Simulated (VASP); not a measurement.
# Si (P3m1) in VASP: further runs

Si is run at these levels: LDA; tasks: single point.

Everything below comes from runs of VASP 6.6.1. Logs are shortened: lines on timing, memory, paths and dates and some standing lists are left out, and cuts for length are marked.

### 1 The cell of the first run

It takes space group P3m1 (No. 156, trigonal). The conventional cell has a = 3.802 Å, b = 3.802 Å, c = 6.289 Å, α = 90.00°, β = 90.00°, γ = 120.00°. Within 3.0 Å of Si (site symmetry 3m) lie 4 Si at 2.24 to 2.71 Å. Si (site symmetry 3m) has 4 Si at 2.33 to 2.35 Å within 3.1 Å. Within 3.1 Å of Si (site symmetry 3m) lie 4 Si at 2.33 to 2.71 Å. Within 3.0 Å of Si (site symmetry 3m) lie 4 Si at 2.24 to 2.35 Å.

### 2 Single point, LDA (atom 1 (Si) moved -0.360 Å along Cartesian [0 0 1])

File INCAR:

```
SYSTEM = Si
PREC     = Accurate       ! precision mode
ENCUT    = 520            ! plane-wave cutoff, eV
EDIFF    = 1E-6           ! SCF threshold, eV
ISMEAR   = 0              ! smearing method
SIGMA    = 0.03           ! smearing width, eV
LREAL    = .FALSE.        ! projectors in reciprocal space
LASPH    = .TRUE.         ! aspherical terms in the spheres
NELM     = 100            ! most SCF steps
ALGO     = Normal         ! electronic algorithm
ISIF     = 2              ! what is computed and relaxed
LWAVE    = .FALSE.        ! write WAVECAR
LCHARG   = .TRUE.         ! write CHGCAR
LELF     = .TRUE.         ! ELF
LVHAR    = .TRUE.       
NBANDS   = 16             ! bands
```

File KPOINTS:

```
regular mesh
0
G
  12 12 6
  0 0 0
```

File POSCAR:

```
Si
1.0
    3.8019754738      0.0000000000      0.0000000000
   -1.9009877369      3.2926073448      0.0000000000
    0.0000000000      0.0000000000      6.2891202194
Si
4
Direct
    0.3333333333      0.6666666667      0.0057915819
    0.6666666667      0.3333333333      0.5630332926
    0.3333333333      0.6666666667      0.4369667074
    0.6666666667      0.3333333333      0.9369667074
```

Potentials or basis: VASP PAW LDA potentials, release 64 (Si).

On the command line:

```console
$ cat potpaw_LDA.64/Si/POTCAR > POTCAR
$ mpirun -np 1 vasp_std > vasp.out
```

OUTCAR:

```text
SYSTEM = Si
   PREC = Accurate
   ENCUT = 520
   EDIFF = 1E-6
   ISMEAR = 0
   LREAL = .FALSE.
   LASPH = .TRUE.
   NELM = 100
   ISIF = 2

 ion  position               nearest neighbor table
   1  0.333  0.667  0.006-   4 2.24   4 2.24   4 2.24   3 2.71
   2  0.667  0.333  0.563-   3 2.33   3 2.33   3 2.33   4 2.35
   3  0.333  0.667  0.437-   2 2.33   2 2.33   2 2.33   1 2.71
   4  0.667  0.333  0.937-   1 2.24   1 2.24   1 2.24   2 2.35

  LATTYP: Found a hexagonal cell.
 ALAT       =     3.8019754738
 C/A-ratio  =     1.6541716965

  Lattice vectors:

 A1 = (   3.8019754738,   0.0000000000,   0.0000000000)
 A2 = (  -1.9009877369,   3.2926073448,   0.0000000000)
 A3 = (   0.0000000000,   0.0000000000,   6.2891202194)

Analysis of symmetry for initial positions (statically):
=====================================================================
 Subroutine PRICEL returns:
 Original cell was already a primitive cell.

 Routine SETGRP: Setting up the symmetry group for a
 hexagonal supercell.

 Subroutine GETGRP returns: Found  6 space group operations
 (whereof  6 operations were pure point group operations)
 out of a pool of 24 trial point group operations.

The static configuration has the point symmetry C_3v.

Analysis of symmetry for dynamics (positions and initial velocities):
=====================================================================
 Subroutine PRICEL returns:
 Original cell was already a primitive cell.

 Routine SETGRP: Setting up the symmetry group for a
 hexagonal supercell.

 Subroutine GETGRP returns: Found  6 space group operations
 (whereof  6 operations were pure point group operations)
 out of a pool of 24 trial point group operations.

The dynamic configuration has the point symmetry C_3v.

 Subroutine INISYM returns: Found  6 space group operations
 (whereof  6 operations are pure point group operations),
 and found     1 'primitive' translations

----------------------------------------------------------------------------------------

                                     Primitive cell

  volume of cell :      78.7298

  direct lattice vectors                    reciprocal lattice vectors
     3.801975474  0.000000000  0.000000000     0.263021160  0.151855338  0.000000000
    -1.900987737  3.292607345  0.000000000     0.000000000  0.303710675  0.000000000
     0.000000000  0.000000000  6.289120219     0.000000000  0.000000000  0.159004752

  length of vectors
     3.801975474  3.801975474  6.289120219     0.303710675  0.303710675  0.159004752

  position of ions in fractional coordinates (direct lattice)
     0.333333333  0.666666667  0.005791582
     0.666666667  0.333333333  0.563033293
     0.333333333  0.666666667  0.436966707
     0.666666667  0.333333333  0.936966707

  ion indices of the primitive-cell ions
   primitive index   ion index
                 1           1
                 2           2
                 3           3
                 4           4

----------------------------------------------------------------------------------------

 KPOINTS: regular mesh

Automatic generation of k-mesh.
 Grid dimensions read from file:
 generate k-points for:   12   12    6

 Generating k-lattice:

  Cartesian coordinates                     Fractional coordinates (reciprocal lattice)
     0.021918430  0.012654611  0.000000000     0.083333333  0.000000000  0.000000000
     0.000000000  0.025309223  0.000000000     0.000000000  0.083333333  0.000000000
     0.000000000  0.000000000  0.026500792     0.000000000  0.000000000  0.166666667

  Length of vectors
     0.025309223  0.025309223  0.026500792

  Shift w.r.t. Gamma in fractional coordinates (k-lattice)
     0.000000000  0.000000000  0.000000000

 Subroutine IBZKPT returns following result:
 ===========================================

 Found    100 irreducible k-points:

 Following reciprocal coordinates:
            Coordinates               Weight
  0.000000  0.000000  0.000000      1.000000
  0.083333  0.000000  0.000000      6.000000
  0.166667 -0.000000  0.000000      6.000000
  0.250000  0.000000  0.000000      6.000000
  0.333333  0.000000  0.000000      6.000000
  0.416667  0.000000  0.000000      6.000000
[... 16 lines left out ...]
  0.166667 -0.000000  0.166667      6.000000
  0.000000  0.166667  0.166667      6.000000
 [... further k-points ...]
   k-points           NKPTS =    100   k-points in BZ     NKDIM =    100   number of bands    NBANDS=     16
   number of dos      NEDOS =    301   number of ions     NIONS =      4
   total plane-waves  NPLWV =  37632
   dimension x,y,z NGX =    28 NGY =   28 NGZ =   48
   dimension x,y,z NGXF=    56 NGYF=   56 NGZF=   96
   ions per type =               4
   NGX,Y,Z   is equivalent  to a cutoff of  12.24, 12.24, 12.69 a.u.
   NGXF,Y,Z  is equivalent  to a cutoff of  24.49, 24.49, 25.38 a.u.
 SYSTEM =  Si
   PREC   = accura    normal or accurate (medium, high low for compatibility)
   ISTART =      0    job   : 0-new  1-cont  2-samecut
   ICHARG =      2    charge: 1-file 2-atom 10-const
   ISPIN  =      1    spin polarized calculation?
   LNONCOLLINEAR =      F non collinear calculations
   LSORBIT =      F    spin-orbit coupling
   LASPH  =      T    aspherical Exc in radial PAW
   ENCUT  =  520.0 eV  38.22 Ry    6.18 a.u.   7.07  7.07 11.69*2*pi/ulx,y,z
   NELM   =    100;   NELMIN=  2; NELMDL= -5     # of ELM steps
   EDIFF  = 0.1E-05   stopping-criterion for ELM
   LREAL  =      F    real-space projection
   EDIFFG = 0.1E-04   stopping-criterion for IOM
   NSW    =      0    number of steps for IOM
   IBRION =     -1    ionic relax: 0-MD 1-quasi-New 2-CG
   NFREE  =      0    steps in history (QN), initial steepest desc. (CG)
   ISIF   =      2    stress and relaxation
   ISYM   =      2    0-nonsym 1-usesym 2-fastsym
   POTIM  = 0.5000    time-step for ionic-motion
   TEBEG  =    0.0;   TEEND  =   0.0 temperature during run
   PSTRESS=    0.0 pullay stress
   NELECT =      16.0000    total number of electrons
   NUPDOWN=      -1.0000    fix difference up-down
   EMIN   =  10.00;   EMAX   =-10.00  energy-range for DOS
   EFERMI =   0.00;   METHOD = LEGACY
   ISMEAR =     0;   SIGMA  =   0.03  broadening in eV -4-tet -1-fermi 0-gaus
   EFERMI_NEDOS =   21; number of points for ismear=-14 and -15
   IALGO  =     38    algorithm
   IMIX   =      4    mixing-type and parameters
     AMIX     =   0.40;   BMIX     =  1.00
     AMIX_MAG =   1.60;   BMIX_MAG =  1.00
  volume/ion in A,a.u.               =      19.68       132.82
  Fermi-wavevector in a.u.,A,eV,Ry     =   0.962502  1.818866 12.604582  0.926411
  Thomas-Fermi vector in A             =   2.091967
   LORBIT       =      0    0 simple, 1 ext, 2 COOP (PROOUT), +10 PAW based schemes
   GGA     = CA    functional components
   LHFCALC =     F    Hartree Fock is set to
   AEXX    =    0.0000 exact exchange contribution
   IVDW    =     0    specifies the selected vdW correction
   LEPSILON=     F    determine dielectric tensor
   LRPA    =     F    only Hartree local field effects (RPA)
 non-spin polarized calculation
 Gauss-broadening in eV      SIGMA  =   0.03
  energy-cutoff  :      520.00
  volume of cell :       78.73
 maximum number of plane-waves:      2138
   NGX = 15   NGY = 15   NGZ = 23

 number of electron      15.9999999 magnetization

 Free energy of the ion-electron system (eV)
  ---------------------------------------------------
  ext. energy  EPLUGINS =         0.00000000
  ---------------------------------------------------
  free energy    TOTEN  =       -23.14182860 eV

  energy without entropy =      -23.14169848  energy(sigma->0) =      -23.14176354

 E-fermi :   6.2209     XC(G=0):  -9.6636

 val. band max:        6.2096029375   @ k =   0.4167   0.0000   0.0000
 cond. band min:       6.2824844072   @ k =   0.4167   0.0000   0.1667
 fundamental gap:      0.0728814697
 Fermi energy:         6.2208730030

 k-point     1 :       0.0000    0.0000    0.0000
  band No.  band energies     occupation
      1      -6.3624      2.00000
      2      -4.0080      2.00000
      3      -0.5570      2.00000
      4       4.1711      2.00000
      5       4.1711      2.00000
      6       5.9776      2.00000
[... 8 lines left out ...]
     15      10.0929      0.00000
     16      12.3402      0.00000

 k-point     2 :       0.0833    0.0000    0.0000
  band No.  band energies     occupation
      1      -6.2790      2.00000
      2      -3.9243      2.00000
      3      -0.5017      2.00000
      4       3.4743      2.00000
      5       4.0078      2.00000
      6       5.3525      2.00000
[... 8 lines left out ...]
     15      10.4820      0.00000
     16      11.6890      0.00000

 k-point     3 :       0.1667   -0.0000    0.0000
  band No.  band energies     occupation
      1      -6.0307      2.00000
      2      -3.6749      2.00000
      3      -0.3676      2.00000
      4       2.2613      2.00000
      5       3.6407      2.00000
      6       4.1440      2.00000
[... 8 lines left out ...]
     15      11.0347      0.00000
     16      11.8911      0.00000

 k-point     4 :       0.2500    0.0000    0.0000
  band No.  band energies     occupation
      1      -5.6245      2.00000
      2      -3.2665      2.00000
      3      -0.3628      2.00000
      4       1.2618      2.00000
      5       2.8475      2.00000
      6       3.2496      2.00000
[... 8 lines left out ...]
     15      11.5730      0.00000
     16      12.7067      0.00000

 k-point     5 :       0.3333    0.0000    0.0000
  band No.  band energies     occupation
      1      -5.0795      2.00000
      2      -2.7163      2.00000
      3      -0.9953      2.00000
      4       1.0309      2.00000
      5       1.6953      2.00000
      6       2.9319      2.00000
[... 8 lines left out ...]
     15      12.6210      0.00000
     16      12.7230      0.00000

 k-point     6 :       0.4167    0.0000    0.0000
  band No.  band energies     occupation
      1      -4.4605      2.00000
      2      -2.0914      2.00000
      3      -1.8965      2.00000
      4       0.4402      2.00000
      5       1.5972      2.00000
      6       2.7301      2.00000
[... 8 lines left out ...]
     15      12.9012      0.00000
     16      13.6802      0.00000
[... 267 lines left out ...]
 k-point    21 :       0.0833    0.0000    0.1667
  band No.  band energies     occupation
      1      -6.2109      2.00000
      2      -4.1611      2.00000
      3      -0.0782      2.00000
      4       3.5206      2.00000
      5       4.0481      2.00000
      6       5.1274      2.00000
[... 8 lines left out ...]
     15      10.5020      0.00000
     16      12.0954      0.00000

 k-point    22 :       0.0000    0.0833    0.1667
  band No.  band energies     occupation
      1      -6.2109      2.00000
      2      -4.1611      2.00000
      3      -0.0783      2.00000
      4       3.5225      2.00000
      5       4.0473      2.00000
      6       5.1163      2.00000
[... 8 lines left out ...]
     15      10.5961      0.00000
     16      12.1179      0.00000

 k-point    23 :       0.1667   -0.0000    0.1667
  band No.  band energies     occupation
      1      -5.9628      2.00000
      2      -3.9131      2.00000
      3       0.0400      2.00000
      4       2.3255      2.00000
      5       3.6832      2.00000
      6       3.9392      2.00000
[... 8 lines left out ...]
     15      11.2151      0.00000
     16      12.0246      0.00000

 k-point    24 :       0.0000    0.1667    0.1667
  band No.  band energies     occupation
      1      -5.9628      2.00000
      2      -3.9131      2.00000
      3       0.0395      2.00000
      4       2.3319      2.00000
      5       3.6824      2.00000
      6       3.9233      2.00000
[... 8 lines left out ...]
     15      11.6212      0.00000
     16      11.7457      0.00000

 [... further k-points ...]
[... 5 lines left out ...]
  --------------------------------------------------------------------------------------
  -------------------------------------------------------------------------------------
  Total        2.2714792      2.2714792     -1.7618064      0.0000000      0.0000000      0.0000000
  in kB       46.2253480     46.2253480    -35.8533403      0.0000000      0.0000000      0.0000000
  external PRESSURE =      18.8657852 kB  Pullay stress =       0.0000000 kB

 VOLUME and BASIS-vectors are now :
 -----------------------------------------------------------------------------
  energy-cutoff  :      520.00
  volume of cell :       78.73
      direct lattice vectors                 reciprocal lattice vectors
     3.801975474  0.000000000  0.000000000     0.263021160  0.151855338  0.000000000
    -1.900987737  3.292607345  0.000000000     0.000000000  0.303710675  0.000000000
     0.000000000  0.000000000  6.289120219     0.000000000  0.000000000  0.159004752

 POSITION                                       TOTAL-FORCE (eV/Angst)
 -----------------------------------------------------------------------------------
     -0.00000      2.19507      0.03642        -0.000000     -0.000000      2.892512
      1.90099      1.09754      3.54098        -0.000000     -0.000000     -0.575862
     -0.00000      2.19507      2.74814        -0.000000      0.000000     -1.223637
      1.90099      1.09754      5.89270         0.000000     -0.000000     -1.093013
 -----------------------------------------------------------------------------------
    total drift:                               -0.000000      0.000000      0.000082

  FREE ENERGIE OF THE ION-ELECTRON SYSTEM (eV)
  ---------------------------------------------------
  free  energy   TOTEN  =       -23.1418285998 eV

  energy  without entropy=      -23.1416984799  energy(sigma->0) =      -23.14176354
```

It took 73 s on 1 thread of AMD EPYC 9R45 (Zen 5), shared host; peak memory 0.17 GiB.

What came out:

| Item | Value |
| --- | --- |
| Free energy | -23.1418 eV |
| Pressure | 1.9 GPa |
| Largest force | 2.893 eV/Å |
| Band gap on the k mesh | zero (band 8 reaches 6.56 eV, above the bottom of band 9 at 6.11 eV) |

Forces on the atoms (eV/Å):
```
Si   0.000  0.000  2.893
Si   0.000  0.000 -0.576
Si   0.000  0.000 -1.224
Si   0.000  0.000 -1.093
```

Caveat: the cell differs from its parent crystal (atom 1 (Si) moved -0.360 Å along Cartesian [0 0 1]); forces of over 1 eV/Å act on the atoms, so gaps and moduli don't describe the material at rest.

### 3 Single point, LDA (atom 1 (Si) moved +0.270 Å along Cartesian [0 0 1])

File INCAR:

```
SYSTEM = Si
PREC = Accurate
ENCUT = 520
EDIFF = 1E-6
ISMEAR = 0
SIGMA = 0.03
LREAL = .FALSE.
LASPH = .TRUE.
NELM = 80
ALGO = Normal
ISIF = 2
LWAVE = .FALSE.
LCHARG = .FALSE.
NBANDS = 16
```

KPOINTS is that of step 2.

POSCAR, as its differences from that of step 2:

```diff
@@ -8,3 +8,3 @@
 Direct
-    0.3333333333      0.6666666667      0.0057915819
+    0.3333333333      0.6666666667      0.1059645756
     0.6666666667      0.3333333333      0.5630332926
```

Potentials or basis: VASP PAW LDA potentials, release 64 (Si).

On the command line:

```console
$ cat potpaw_LDA.64/Si/POTCAR > POTCAR
$ mpirun -np 1 vasp_std > vasp.out
```

Wall time 76 s (1 thread of AMD EPYC 9R45 (Zen 5), shared host); peak memory 0.18 GiB.

Results (log left out):

```yaml
Free_energy: -23.1194 eV
Pressure: 1.9 GPa
Largest_force: 5.626 eV/Å
Band_gap_on_the_k_mesh: zero (band 8 reaches 6.75 eV, above the bottom of band 9 at 6.39 eV)
```

Forces on the atoms (eV/Å):
```
Si   0.000  0.000 -5.626
Si   0.000  0.000  0.397
Si   0.000  0.000  3.587
Si   0.000  0.000  1.642
```

Stress tensor (GPa, compression positive):
```
-2.62  0.00  0.00
 0.00 -2.62  0.00
 0.00  0.00 10.80
```

Levels at points of the mesh, in eV from the Fermi level:
```tsv
k point	band 6	band 7	band 8	band 9	band 10	band 11
(0.00, 0.00, 0.00)	-1.40	0.22	0.22	0.78	1.39	1.39
(0.50, 0.00, 0.00)	-3.79	-3.48	-1.29	0.01	1.97	2.14
(0.00, 0.00, 0.50)	-1.64	-0.59	-0.59	1.15	2.16	2.31
(0.50, 0.00, 0.50)	-3.15	-2.81	-2.12	0.07	0.50	1.11
```

Caveat: the cell differs from its parent crystal (atom 1 (Si) moved +0.270 Å along Cartesian [0 0 1]); forces of over 1 eV/Å act on the atoms, so gaps and moduli don't describe the material at rest.

### 4 Single point, LDA (atom 1 (Si) moved -0.180 Å along Cartesian [0 0 1])

File INCAR:

```
  ALGO = Normal
  EDIFF = 1E-7
  ENCUT = 520
  ISIF = 2
  ISMEAR = 0
  LASPH = T
  LCHARG = F
  LREAL = F
  LWAVE = F
  NBANDS = 16
  NELM = 100
  PREC = Accurate
  SIGMA = 0.03
```

File KPOINTS:

```
k-points
0
Gamma
  12 12 6
```

POSCAR, as its differences from that of step 3:

```diff
@@ -8,3 +8,3 @@
 Direct
-    0.3333333333      0.6666666667      0.1059645756
+    0.3333333333      0.6666666667      0.0344124373
     0.6666666667      0.3333333333      0.5630332926
```

On the command line:

```console
$ cat potpaw_LDA.64/Si/POTCAR > POTCAR
$ mpirun -np 1 vasp_std > vasp.out
```

Wall time 90 s (1 thread of AMD EPYC 9R45 (Zen 5), shared host); peak memory 0.18 GiB.

It converged, with:

```
Free energy   : -23.5994 eV
Pressure      : 0.7 GPa
Largest force : 2.032 eV/Å
```

Forces in eV/Å, atoms in the order of the input:
```
Si   0.000  0.000  2.032
Si   0.000  0.000 -0.254
Si   0.000  0.000 -0.932
Si   0.000  0.000 -0.847
```

Stress tensor (GPa, compression positive):
```
 2.38  0.00  0.00
 0.00  2.38  0.00
 0.00  0.00 -2.57
```

Levels at points of the mesh, in eV from the Fermi level:
```csv
k point,band 6,band 7,band 8,band 9,band 10,band 11
"(0.00, 0.00, 0.00)",-0.26,-0.26,0.00,0.78,1.89,1.89
"(0.50, 0.00, 0.00)",-3.38,-2.94,-1.72,0.02,2.10,3.17
"(0.00, 0.00, 0.50)",-1.52,-0.85,-0.85,1.23,1.87,2.53
"(0.50, 0.00, 0.50)",-2.58,-2.38,-2.16,0.52,0.83,1.15
```

Caveat: the cell differs from its parent crystal (atom 1 (Si) moved -0.180 Å along Cartesian [0 0 1]); forces of over 1 eV/Å act on the atoms, so gaps and moduli don't describe the material at rest.
